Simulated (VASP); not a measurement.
The system is Ta2C.

```
CELL_PARAMETERS angstrom
3.10590 0.00000 0.00000
-1.55295 2.68979 0.00000
0.00000 0.00000 4.94640
ATOMIC_POSITIONS crystal
Ta 0.33333 0.66667 0.25201
Ta 0.66667 0.33333 0.74799
C 0.00000 0.00000 0.00000
```

```yaml
Program: VASP 6.6.1
Task: relaxation of cell and atoms
Functional: LDA
Potentials_or_basis: VASP PAW LDA potentials, release 64 (Ta_sv_GW, C)
Cutoff: 600 eV
k_mesh: 4 × 4 × 2
Occupations: fermi-dirac, width 0.01 eV
Spin: no spin polarisation
```

At the start: pressure -8.2 GPa; volume 13.77 Å³/atom.

Question: How do energy, volume and symmetry change on relaxing?

Answer: Over 6 steps the energy falls by 11.6 meV/atom and the volume is 13.35 Å³/atom (-3.1 %); space group P-3m1 (No. 164, to 0.1 Å) before and after.

Step by step:
```
step  energy change (eV)  largest force (eV/Å)  pressure (GPa)  volume (Å³)
   1              0.0000                0.1148           -8.19        41.32
   2              0.1832                0.9266           26.06        37.25
   3             -0.0319                0.3251           -0.06        40.15
   4             -0.0320                0.3310            0.14        40.12
   5             -0.0332                0.2453           -0.08        40.02
   6             -0.0348                0.0024            0.01        40.06
```

Final structure:
```
Ta C
1.0
     3.06949    0.00000    0.00000
    -1.53474    2.65826    0.00000
     0.00000    0.00000    4.90978
Ta C
2 1
Direct
  0.33333 0.66667 0.25393
  0.66667 0.33333 0.74607
  0.00000 0.00000 0.00000
```

Caveat: the k points lie up to 0.64 Å⁻¹ apart in the final cell, too coarse for converged energies and pressures of a metal.
